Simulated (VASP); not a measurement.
A run of VASP 6.6.1 is set up as follows.

INCAR

```
PREC = Accurate
ENCUT = 600
EDIFF = 1E-6
ISMEAR = 0
SIGMA = 0.1
LREAL = False
LASPH = True
NELM = 80
ALGO = Normal
ISIF = 3
LWAVE = False
LCHARG = False
GGA = PE
IBRION = 2
NSW = 90
EDIFFG = -0.04
```

File KPOINTS:

```
Automatic mesh
0
Gamma
  6 6 2
```

File POSCAR:

```
SnP2
1.0
    3.2257829784      0.0000000000      0.0000000000
   -1.6128914892      2.7936100064      0.0000000000
    0.0000000000      0.0000000000     12.5469729908
Sn P
2 4
Direct
    0.3333333333      0.6666666667      0.2500000000
    0.6666666667      0.3333333333      0.7500000000
    0.3333333333      0.6666666667      0.6275000000
    0.6666666667      0.3333333333      0.1275000000
    0.3333333333      0.6666666667      0.8725000000
    0.6666666667      0.3333333333      0.3725000000
```

Potentials or basis: VASP PAW PBE potentials, release 64 (Sn_d, P).

Run with:

```console
$ cat potpaw_PBE.64/Sn_d/POTCAR potpaw_PBE.64/P/POTCAR > POTCAR
$ mpirun -np 1 vasp_std > vasp.out
```

**Question.** What does it give for the space group after relaxing (to 0.1 Å)?

**Answer.** P6_3/mmc (No. 194).

**Question.** What does it give for the relaxed volume?

**Answer.** 25.43 Å³/atom.

**Question.** What does it give for the relaxed cell?

**Answer.** a = 4.245 Å, b = 4.245 Å, c = 9.777 Å, α = 90.00°, β = 90.00°, γ = 120.00°.

Stress tensor (GPa, compression positive):
```
-0.21  0.00  0.00
 0.00 -0.21  0.00
 0.00  0.00  0.01
```

Caveat: the k points lie up to 0.32 Å⁻¹ apart in the final cell, too coarse for converged energies and pressures of a metal; the volume moved by over 15 % at a fixed basis, so the end points are rough.
